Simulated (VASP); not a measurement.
# ZrB (I4/mmm) in VASP: further runs, part 2 of 2

VASP 6.6.1.

## (3) Single point, PBE

This run uses another cell than the first one, of the same volume but with other edges.

Contents of INCAR:

```
SYSTEM = ZrB
PREC = Accurate
ENCUT = 520
EDIFF = 1E-6
ISMEAR = 0
SIGMA = 0.15
LREAL = .False.
LASPH = .True.
NELM = 100
ALGO = Normal
ISIF = 2
LWAVE = .False.
LCHARG = .False.
GGA = PE
NBANDS = 14
```

Contents of KPOINTS:

```
regular mesh
0
Gamma
  20 20 20
  0 0 0
```

Contents of POSCAR:

```
ZrB
1.0
    0.0000000000      2.0714437955      2.9290215268
    2.0714437955      0.0000000000      2.9290215268
    2.0714437955      2.0714437955      0.0000000000
Zr B
1 1
Direct
    0.0000000000      0.0000000000      0.0000000000
    0.5000000000      0.5000000000      0.5000000000
```

Potentials or basis: VASP PAW PBE potentials, release 64 (Zr_sv, B).

On the command line:

```sh
cat potpaw_PBE.64/Zr_sv/POTCAR potpaw_PBE.64/B/POTCAR > POTCAR
mpirun -np 1 vasp_std > vasp.out
```

OUTCAR:

```text
SYSTEM = ZrB
   PREC = Accurate
   ENCUT = 520
   EDIFF = 1E-6
   ISMEAR = 0
   LREAL = .False.
   LASPH = .True.
   NELM = 100
   ISIF = 2
   GGA = PE

 ion  position               nearest neighbor table
   1  0.000  0.000  0.000-   2 2.07   2 2.07   2 2.07   2 2.07   2 2.93   2 2.93
   2  0.500  0.500  0.500-   1 2.07   1 2.07   1 2.07   1 2.07   1 2.93   1 2.93

  LATTYP: Found a body centered tetragonal cell.
 ALAT       =     2.9294639093
 C/A-ratio  =     1.9996979772

  Lattice vectors:

 A1 = (  -2.0714437955,   0.0000000000,   2.9290215268)
 A2 = (   2.0714437955,   0.0000000000,   2.9290215268)
 A3 = (   0.0000000000,   2.0714437955,  -2.9290215268)

Analysis of symmetry for initial positions (statically):
=====================================================================
 Subroutine PRICEL returns:
 Original cell was already a primitive cell.

 Routine SETGRP: Setting up the symmetry group for a
 body centered tetragonal supercell.

 Subroutine GETGRP returns: Found 16 space group operations
 (whereof 16 operations were pure point group operations)
 out of a pool of 16 trial point group operations.

The static configuration has the point symmetry D_4h.

Analysis of symmetry for dynamics (positions and initial velocities):
=====================================================================
 Subroutine PRICEL returns:
 Original cell was already a primitive cell.

 Routine SETGRP: Setting up the symmetry group for a
 body centered tetragonal supercell.

 Subroutine GETGRP returns: Found 16 space group operations
 (whereof 16 operations were pure point group operations)
 out of a pool of 16 trial point group operations.

The dynamic configuration has the point symmetry D_4h.

 Subroutine INISYM returns: Found 16 space group operations
 (whereof 16 operations are pure point group operations),
 and found     1 'primitive' translations

----------------------------------------------------------------------------------------

                                     Primitive cell

  volume of cell :      25.1362

  direct lattice vectors                    reciprocal lattice vectors
     0.000000000  2.071443796  2.929021527    -0.241377536  0.241377536  0.170705471
     2.071443796  0.000000000  2.929021527     0.241377536 -0.241377536  0.170705471
     2.071443796  2.071443796  0.000000000     0.241377536  0.241377536 -0.170705471

  length of vectors
     3.587484704  3.587484704  2.929463909     0.381662925  0.381662925  0.381662925

  position of ions in fractional coordinates (direct lattice)
     0.000000000  0.000000000  0.000000000
     0.500000000  0.500000000  0.500000000

  ion indices of the primitive-cell ions
   primitive index   ion index
                 1           1
                 2           2

----------------------------------------------------------------------------------------

 KPOINTS: regular mesh

Automatic generation of k-mesh.
 Grid dimensions read from file:
 generate k-points for:   20   20   20

 Generating k-lattice:

  Cartesian coordinates                     Fractional coordinates (reciprocal lattice)
    -0.012068877  0.012068877  0.008535274     0.050000000 -0.000000000  0.000000000
     0.012068877 -0.012068877  0.008535274    -0.000000000  0.050000000  0.000000000
     0.012068877  0.012068877 -0.008535274     0.000000000  0.000000000  0.050000000

  Length of vectors
     0.019083146  0.019083146  0.019083146

  Shift w.r.t. Gamma in fractional coordinates (k-lattice)
     0.000000000  0.000000000  0.000000000

 Subroutine IBZKPT returns following result:
 ===========================================

 Found    641 irreducible k-points:

 Following reciprocal coordinates:
            Coordinates               Weight
  0.000000  0.000000  0.000000      1.000000
  0.050000  0.000000  0.000000      8.000000
  0.100000  0.000000  0.000000      8.000000
  0.150000  0.000000  0.000000      8.000000
  0.200000  0.000000  0.000000      8.000000
  0.250000  0.000000  0.000000      8.000000
[... 16 lines left out ...]
 -0.400000  0.050000  0.000000      8.000000
 -0.350000  0.050000  0.000000      8.000000
 [... further k-points ...]
   k-points           NKPTS =    641   k-points in BZ     NKDIM =    641   number of bands    NBANDS=     14
   number of dos      NEDOS =    301   number of ions     NIONS =      2
   total plane-waves  NPLWV =  18816
   dimension x,y,z NGX =    28 NGY =   28 NGZ =   24
   dimension x,y,z NGXF=    56 NGYF=   56 NGZF=   48
   ions per type =               1   1
   NGX,Y,Z   is equivalent  to a cutoff of  12.98, 12.98, 13.62 a.u.
   NGXF,Y,Z  is equivalent  to a cutoff of  25.95, 25.95, 27.24 a.u.
 SYSTEM =  ZrB
   PREC   = accura    normal or accurate (medium, high low for compatibility)
   ISTART =      0    job   : 0-new  1-cont  2-samecut
   ICHARG =      2    charge: 1-file 2-atom 10-const
   ISPIN  =      1    spin polarized calculation?
   LNONCOLLINEAR =      F non collinear calculations
   LSORBIT =      F    spin-orbit coupling
   LASPH  =      T    aspherical Exc in radial PAW
   ENCUT  =  520.0 eV  38.22 Ry    6.18 a.u.   6.67  6.67  5.45*2*pi/ulx,y,z
   NELM   =    100;   NELMIN=  2; NELMDL= -5     # of ELM steps
   EDIFF  = 0.1E-05   stopping-criterion for ELM
   LREAL  =      F    real-space projection
   EDIFFG = 0.1E-04   stopping-criterion for IOM
   NSW    =      0    number of steps for IOM
   IBRION =     -1    ionic relax: 0-MD 1-quasi-New 2-CG
   NFREE  =      0    steps in history (QN), initial steepest desc. (CG)
   ISIF   =      2    stress and relaxation
   ISYM   =      2    0-nonsym 1-usesym 2-fastsym
   POTIM  = 0.5000    time-step for ionic-motion
   TEBEG  =    0.0;   TEEND  =   0.0 temperature during run
   PSTRESS=    0.0 pullay stress
   NELECT =      15.0000    total number of electrons
   NUPDOWN=      -1.0000    fix difference up-down
   EMIN   =  10.00;   EMAX   =-10.00  energy-range for DOS
   EFERMI =   0.00;   METHOD = LEGACY
   ISMEAR =     0;   SIGMA  =   0.15  broadening in eV -4-tet -1-fermi 0-gaus
   EFERMI_NEDOS =   21; number of points for ismear=-14 and -15
   IALGO  =     38    algorithm
   IMIX   =      4    mixing-type and parameters
     AMIX     =   0.40;   BMIX     =  1.00
     AMIX_MAG =   1.60;   BMIX_MAG =  1.00
  volume/ion in A,a.u.               =      12.57        84.81
  Fermi-wavevector in a.u.,A,eV,Ry     =   1.378285  2.604581 25.846565  1.899669
  Thomas-Fermi vector in A             =   2.503360
   LORBIT       =      0    0 simple, 1 ext, 2 COOP (PROOUT), +10 PAW based schemes
   GGA     = PE    functional components
   LHFCALC =     F    Hartree Fock is set to
   AEXX    =    0.0000 exact exchange contribution
   IVDW    =     0    specifies the selected vdW correction
   LEPSILON=     F    determine dielectric tensor
   LRPA    =     F    only Hartree local field effects (RPA)
 non-spin polarized calculation
 Gauss-broadening in eV      SIGMA  =   0.15
  energy-cutoff  :      520.00
  volume of cell :       25.14
 maximum number of plane-waves:       695
   NGX = 13   NGY = 13   NGZ = 11

 number of electron      15.0000000 magnetization

 Free energy of the ion-electron system (eV)
  ---------------------------------------------------
  ext. energy  EPLUGINS =         0.00000000
  ---------------------------------------------------
  free energy    TOTEN  =       -13.03793964 eV

  energy without entropy =      -13.02509117  energy(sigma->0) =      -13.03151540

 E-fermi :   9.3981     XC(G=0): -12.0140

 val. band max:        9.3980224880   @ k =  -0.3000   0.0000   0.3000
 cond. band min:       9.4018558108   @ k =  -0.3500   0.0000   0.2500
 fundamental gap:      0.0038333228
 Fermi energy:         9.3981463752

 k-point     1 :       0.0000    0.0000    0.0000
  band No.  band energies     occupation
      1     -37.7578      2.00000
      2     -15.7172      2.00000
      3     -15.4217      2.00000
      4     -15.4217      2.00000
      5       0.8301      2.00000
      6       8.5616      2.00000
      7       9.1817      1.95872
      8      11.4052      0.00000
      9      12.7034      0.00000
     10      12.7034      0.00000
     11      13.7534      0.00000
     12      13.7534      0.00000
     13      14.4160      0.00000
     14      21.2578      0.00000
[... 375 lines left out ...]
 k-point    24 :      -0.3500    0.0500    0.0000
  band No.  band energies     occupation
      1     -37.5966      2.00000
      2     -16.7483      2.00000
      3     -15.7565      2.00000
      4     -15.2478      2.00000
      5       4.0978      2.00000
      6       6.5087      2.00000
      7       7.0069      2.00000
      8       7.5630      2.00000
      9      13.0873      0.00000
     10      14.3555      0.00000
     11      16.1618      0.00000
     12      17.7276      0.00000
     13      19.1417      0.00000
     14      24.6557      0.00000

 [... further k-points ...]
[... 5 lines left out ...]
  --------------------------------------------------------------------------------------
  -------------------------------------------------------------------------------------
  Total       16.7547382     16.7547382     -3.2739204      0.0000000      0.0000000      0.0000000
  in kB     1067.9461644   1067.9461644   -208.6795209      0.0000000      0.0000000      0.0000000
  external PRESSURE =     642.4042693 kB  Pullay stress =       0.0000000 kB

 VOLUME and BASIS-vectors are now :
 -----------------------------------------------------------------------------
  energy-cutoff  :      520.00
  volume of cell :       25.14
      direct lattice vectors                 reciprocal lattice vectors
     0.000000000  2.071443796  2.929021527    -0.241377536  0.241377536  0.170705471
     2.071443796  0.000000000  2.929021527     0.241377536 -0.241377536  0.170705471
     2.071443796  2.071443796  0.000000000     0.241377536  0.241377536 -0.170705471

 POSITION                                       TOTAL-FORCE (eV/Angst)
 -----------------------------------------------------------------------------------
      0.00000      0.00000      0.00000         0.000000      0.000000     -0.000000
      2.07144      2.07144      2.92902        -0.000000     -0.000000      0.000000
 -----------------------------------------------------------------------------------
    total drift:                               -0.000000     -0.000000      0.000000

  FREE ENERGIE OF THE ION-ELECTRON SYSTEM (eV)
  ---------------------------------------------------
  free  energy   TOTEN  =       -13.0379396401 eV

  energy  without entropy=      -13.0250911666  energy(sigma->0) =      -13.03151540
```

OSZICAR:

```text
N       E                     dE             d eps       ncg     rms          rms(c)
DAV:   1     0.104358965144E+03    0.10436E+03   -0.79901E+03 17964   0.104E+03
DAV:   2    -0.109585473269E+02   -0.11532E+03   -0.10796E+03 22434   0.290E+02
DAV:   3    -0.152472025463E+02   -0.42887E+01   -0.42307E+01 26360   0.469E+01
DAV:   4    -0.153225072202E+02   -0.75305E-01   -0.75273E-01 21154   0.590E+00
DAV:   5    -0.153244307488E+02   -0.19235E-02   -0.19235E-02 26512   0.629E-01    0.321E+01
DAV:   6    -0.130822989457E+02    0.22421E+01   -0.37925E+00 19454   0.158E+01    0.121E+01
DAV:   7    -0.130320870987E+02    0.50212E-01   -0.48382E-01 24244   0.485E+00    0.463E+00
DAV:   8    -0.130389873249E+02   -0.69002E-02   -0.51848E-02 23132   0.203E+00    0.229E-01
DAV:   9    -0.130379461432E+02    0.10412E-02   -0.26915E-03 20056   0.462E-01    0.147E-01
DAV:  10    -0.130379465000E+02   -0.35685E-06   -0.34422E-04 21898   0.204E-01    0.422E-02
DAV:  11    -0.130379403465E+02    0.61535E-05   -0.19756E-05 22122   0.347E-02    0.120E-02
DAV:  12    -0.130379396401E+02    0.70634E-06   -0.19134E-06 20378   0.110E-02
   1 F= -.13037940E+02 E0= -.13031515E+02  d E =-.128485E-01
```

stdout:

```text
POSCAR found type information on POSCAR ZrB
 POSCAR found :  2 types and       2 ions
 scaLAPACK will be used
 LDA part: xc-table for (Slater+PW92), standard interpolation
 POSCAR, INCAR and KPOINTS ok, starting setup
 FFT: planning ... GRIDC
 FFT: planning ... GRID_SOFT
 FFT: planning ... GRID
 WAVECAR not read
 entering main loop
```

Run time: 85 s. Hardware: 1 thread of Intel Xeon 6975P-C (Granite Rapids), shared host; peak memory 0.35 GiB.

What came out:

```
Free energy : -13.0379 eV
Pressure    : 64.2 GPa
```

Levels at points of the mesh, in eV from the Fermi level:
```
           k point  band 5  band 6  band 7  band 8  band 9  band 10  band 11  band 12
(0.00, 0.00, 0.00)   -8.57   -0.84   -0.22    2.01    3.31     3.31     4.36     4.36
(0.50, 0.00, 0.00)   -4.61   -3.11   -3.06   -2.13    5.36     5.38     6.78     8.38
(0.50, 0.50, 0.00)   -7.30   -2.56   -1.67    3.89    3.89     5.34     5.93     5.93
(0.50, 0.00, 0.50)   -7.32   -1.21    1.20    1.42    3.07     3.41     4.17     8.73
```

## (4) Single point, PBE

This run uses another cell than the first one, of the same volume but with other edges.

Contents of INCAR:

```
SYSTEM = ZrB
  PREC = Accurate
  ENCUT = 520
  EDIFF = 1E-7
  ISMEAR = 0
  SIGMA = 0.15
  LREAL = .FALSE.
  LASPH = .TRUE.
  NELM = 60
  ALGO = Normal
  ISIF = 2
  LWAVE = .FALSE.
  LCHARG = .FALSE.
  GGA = PE
  NBANDS = 14
```

Contents of KPOINTS:

```
Automatic mesh
0
G
  20 20 20
  0 0 0
```

Contents of POSCAR:

```
ZrB
1.0
    0.0000000000      2.4544262213      2.0862622881
    2.4544262213      0.0000000000      2.0862622881
    2.4544262213      2.4544262213      0.0000000000
Zr B
1 1
Direct
    0.0000000000      0.0000000000      0.0000000000
    0.5000000000      0.5000000000      0.5000000000
```

On the command line:

```sh
cat potpaw_PBE.64/Zr_sv/POTCAR potpaw_PBE.64/B/POTCAR > POTCAR
mpirun -np 1 vasp_std > vasp.out
```

Wall time 65 s (1 thread of Intel Xeon 6975P-C (Granite Rapids), shared host); peak memory 0.34 GiB.

Results (log left out):

```yaml
Free_energy: -14.9794 eV
Pressure: 38.5 GPa
```

Stress tensor (GPa, compression positive):
```
16.56  0.00  0.00
 0.00 16.56  0.00
 0.00  0.00 82.49
```

Levels at points of the mesh, in eV from the Fermi level:
```
           k point  band 6  band 7  band 8  band 9  band 10  band 11
(0.00, 0.00, 0.00)    1.11    1.11    2.45    2.90     3.08     3.08
(0.50, 0.00, 0.00)   -3.63   -2.17   -1.76    4.82     6.23     7.57
(0.50, 0.50, 0.00)   -1.62    1.20    1.50    1.50     5.49     6.29
(0.50, 0.00, 0.50)   -1.25   -1.20    2.13    3.62     4.45     5.82
```

## (5) Single point, PBE

This run uses another cell than the first one, of the same volume but with other edges.

Contents of INCAR:

```
SYSTEM = ZrB
PREC = Accurate ; ENCUT = 520
EDIFF = 1E-7 ; ISMEAR = 0
SIGMA = 0.15 ; LREAL = .False.
LASPH = .True. ; NELM = 60
ALGO = Normal ; ISIF = 2
LWAVE = .False. ; LCHARG = .False.
GGA = PE ; NBANDS = 14
```

Contents of KPOINTS:

```
Automatic mesh
0
Gamma
  20 20 20
  0 0 0
```

Contents of POSCAR:

```
ZrB
1.0
    0.0000000000      2.1879087671      2.6254905206
    2.1879087671      0.0000000000      2.6254905206
    2.1879087671      2.1879087671      0.0000000000
Zr B
1 1
Direct
    0.0000000000      0.0000000000      0.0000000000
    0.5000000000      0.5000000000      0.5000000000
```

On the command line:

```sh
cat potpaw_PBE.64/Zr_sv/POTCAR potpaw_PBE.64/B/POTCAR > POTCAR
mpirun -np 1 vasp_std > vasp.out
```

It took 92 s on 1 thread of Intel Xeon 6975P-C (Granite Rapids), shared host; peak memory 0.34 GiB.

Results (log left out):

* Free energy: -14.8000 eV
* Pressure: 43.3 GPa

Stress tensor (GPa, compression positive):
```
69.24  0.00  0.00
 0.00 69.24  0.00
 0.00  0.00 -8.48
```

Levels at points of the mesh, in eV from the Fermi level:
```tsv
k point	band 5	band 6	band 7	band 8	band 9	band 10	band 11	band 12
(0.00, 0.00, 0.00)	-8.40	0.49	1.84	2.66	2.66	2.93	4.17	4.17
(0.50, 0.00, 0.00)	-4.30	-3.45	-2.09	-1.51	5.37	6.19	7.74	7.80
(0.50, 0.50, 0.00)	-6.78	-1.65	-1.20	3.33	3.33	5.34	6.59	6.59
(0.50, 0.00, 0.50)	-6.71	-1.17	0.54	1.72	2.73	4.95	5.35	7.86
```

## (6) Overview

| cell | gap on the mesh (eV) | pressure (GPa) |
| --- | --- | --- |
| a = 3.196, b = 3.196, c = 3.691 Å, angles 54.7, 54.7, 70.5°, 2 atoms | none | 59.8 |
| a = 3.587, b = 3.587, c = 2.929 Å, angles 65.9, 65.9, 48.2°, 2 atoms | none | 64.2 |
| a = 3.221, b = 3.221, c = 3.471 Å, angles 57.4, 57.4, 65.2°, 2 atoms | none | 38.5 |
| a = 3.418, b = 3.418, c = 3.094 Å, angles 63.1, 63.1, 53.8°, 2 atoms | none | 43.3 |

Alike in all rows: task single point; level PBE; potentials or basis VASP PAW PBE potentials, release 64 (Zr_sv, B); no spin polarisation; k mesh 20 × 20 × 20; cutoff (eV) 520; smearing gaussian 0.15 eV.

Total energies depend on the potentials used, so only differences within one code and one set of settings carry meaning.
